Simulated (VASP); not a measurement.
Set up this calculation in VASP 6.6.1, as the native input.

```
Task                   : single point
Functional             : PBE
Potentials or basis    : VASP PAW PBE potentials, release 64 (Ge_d, Sb, Te)
Cutoff                 : 520 eV
k mesh                 : 4 × 4 × 2
Occupations            : gaussian, width 0.1 eV
Spin                   : no spin polarisation
Dipole correction      : no
Further INCAR settings : ALGO = Normal; EDIFF = 1e-06; NBANDS = 26
```

The structure of GeSbTe3 lies in POSCAR:

```
GeSbTe3
1.0
    4.2188294623      0.0000000000      0.0000000000
    0.0000000000      4.2188294623      0.0000000000
    0.0000000000      0.0000000000      8.9630232458
Ge Sb Te
1 1 3
Direct
    0.0000000000      0.0000000000      0.0000000000
    0.5000000000      0.5000000000      0.5000000000
    0.5000000000      0.5000000000      0.1632397431
    0.5000000000      0.5000000000      0.8367602569
    0.0000000000      0.0000000000      0.5000000000
```

The cell was built from a structure type or drawn by symmetry, and may not be a known phase.

The input as run:

INCAR

```
PREC = Accurate ; ENCUT = 520
EDIFF = 1E-6 ; ISMEAR = 0
SIGMA = 0.1 ; LREAL = F
LASPH = T ; NELM = 60
ALGO = Normal ; ISIF = 2
LWAVE = F ; LCHARG = T
GGA = PE ; LELF = T
LVHAR = T ; NBANDS = 26
```

KPOINTS

```
Automatic mesh
0
Gamma
  4 4 2
```

Potentials or basis: VASP PAW PBE potentials, release 64 (Ge_d, Sb, Te).

Command:

```bash
$ cat potpaw_PBE.64/Ge_d/POTCAR potpaw_PBE.64/Sb/POTCAR potpaw_PBE.64/Te/POTCAR > POTCAR
$ mpirun -np 1 vasp_std > vasp.out
```

Results of the run:

```json
{
  "Pressure": "-0.1 GPa",
  "Largest force": "0.006 eV/Å",
  "Band gap on the k mesh": "zero (an odd number of electrons rules out a gap without spin polarisation)"
}
```

Caveat: the k points lie up to 0.37 Å⁻¹ apart, too coarse for converged energies and pressures of a metal; spin-orbit coupling is left out, which moves the levels of the heavy elements.

It took 74 s on 1 thread of Intel Xeon 8259CL, with other jobs on the host, peak memory 0.28 GiB.
